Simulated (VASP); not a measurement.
Set up this calculation in VASP 6.6.1, as the native input.

- Task: single point
- Functional: PBE
- Potentials or basis: VASP PAW PBE potentials, release 64 (Ta_pv)
- Cutoff: 520 eV
- k mesh: 20 × 20 × 20
- Occupations: gaussian, width 0.15 eV
- Spin: no spin polarisation
- Dipole correction: no
- Further INCAR settings: ALGO = Fast; EDIFF = 1e-07; NBANDS = 12

The structure of Ta lies in POSCAR:

```
Ta
1.0
   -1.6925620000      1.6925620000      1.7338440000
    1.6925620000     -1.6925620000      1.7338440000
    1.6925620000      1.6925620000     -1.7338440000
Ta
1
Direct
    0.0000000000      0.0000000000      0.0000000000
```

This cell differs from its parent crystal: strain +0.025 along x and y, +0.050 along z.

These files were run (other wordings do the same):

INCAR

```
SYSTEM = Ta
PREC = Accurate
ENCUT = 520
EDIFF = 1E-7
ISMEAR = 0
SIGMA = 0.15
LREAL = .False.
LASPH = .True.
NELM = 60
ALGO = Fast
ISIF = 2
LWAVE = .False.
LCHARG = .True.
GGA = PE
LELF = .True.
LVHAR = .True.
NBANDS = 12
```

KPOINTS

```
regular mesh
0
Gamma
  20 20 20
  0 0 0
```

Potentials or basis: VASP PAW PBE potentials, release 64 (Ta_pv).

Run with:

```console
$ cat potpaw_PBE.64/Ta_pv/POTCAR > POTCAR
$ mpirun -np 1 vasp_std > vasp.out
```

Results of the run:

| Property | Result |
| --- | --- |
| Pressure | -13.8 GPa |

Caveat: the cell differs from its parent crystal (strain +0.025 along x and y, +0.050 along z).

It took 52 s on 1 thread of Intel(R) Xeon(R) 6975P-C (Granite Rapids), with other jobs on the host, peak memory 0.26 GiB.
